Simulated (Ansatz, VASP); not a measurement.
## MgTeF6: VASP beside Ansatz

```
Mg Te F
1.0
     3.46485    0.00000    0.00000
     0.00000    3.46485    0.00000
     0.00000    0.00000    7.21422
Mg Te F
1 1 6
Direct
  0.00000 0.00000 0.00000
  0.00000 0.00000 0.50000
  0.50000 0.50000 0.00000
  0.50000 0.50000 0.50000
  0.50000 0.00000 0.27915
  0.50000 0.00000 0.72085
  0.00000 0.50000 0.27915
  0.00000 0.50000 0.72085
```

Change from the starting cell: species swapped into the MnCrPt6 type (P4/mmm, No. 123).

Alike in both runs: functional PBE; k mesh 6 × 6 × 4; occupations gaussian, width 0.1 eV; no spin polarisation.

Ansatz relaxed the structure, and its values are those at the end. VASP's run is a single point on that final structure, the one shown.

|  | VASP | Ansatz |
| --- | --- | --- |
| version | VASP 6.6.1 | Ansatz 0.2.0 |
| potentials or method | VASP PAW PBE potentials, release 64 (Mg, Te, F), cutoff 520 eV | scalar-relativistic, plane waves, PAW |
| valence electrons in the cell | 50 | 68 |

```csv
,VASP,Ansatz,Ansatz less VASP
gap on the k mesh at the Fermi level (eV),1.76,1.82,+0.055
least direct gap on the mesh (eV),2.03,2.08,+0.048
pressure (GPa),-1.1,-0.1,+0.96
rms of the force components (eV/Å),0.008,0.002,-0.0055
```

VASP's potentials hold 50 valence electrons a cell and Ansatz's 68, so a difference there can come from the potentials and not from the codes.

Neither program's run includes spin-orbit coupling.
